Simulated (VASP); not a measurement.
A run of VASP 6.6.1 is set up as follows.

INCAR

```
SYSTEM = TaN
PREC = Accurate
ENCUT = 600
EDIFF = 1E-7
ISMEAR = 0
SIGMA = 0.1
LREAL = .False.
LASPH = .True.
NELM = 80
ALGO = Normal
ISIF = 3
LWAVE = .False.
LCHARG = .False.
GGA = PE
IBRION = 2
NSW = 90
EDIFFG = -0.04
```

Contents of KPOINTS:

```
Automatic mesh
0
Gamma
  6 6 6
  0 0 0
```

Contents of POSCAR:

```
TaN
1.0
    2.9540668047      0.0000000000      0.0000000000
    0.0000000000      2.9540668047      0.0000000000
    0.0000000000      0.0000000000      3.2181319158
Ta N
1 1
Direct
    0.0000000000      0.0000000000      0.5000000000
    0.5000000000      0.5000000000      0.5000000000
```

Potentials or basis: VASP PAW PBE potentials, release 64 (Ta_pv, N).

The run is started by

```sh
$ cat potpaw_PBE.64/Ta_pv/POTCAR potpaw_PBE.64/N/POTCAR > POTCAR
$ mpirun -np 1 vasp_std > vasp.out
```

(1) Predict the band gap on the k mesh.

(2) Estimate the relaxed cell.

(3) Estimate the space group after relaxing (to 0.05 Å).

Answers

(1) zero (band 8 reaches 7.63 eV, above the bottom of band 9 at 3.30 eV).

(2) a = 2.966 Å, b = 2.966 Å, c = 3.040 Å, α = 90.00°, β = 90.00°, γ = 90.00°.

(3) P4/mmm (No. 123).

Caveat: spin-orbit coupling is left out, which moves the levels of the heavy elements.
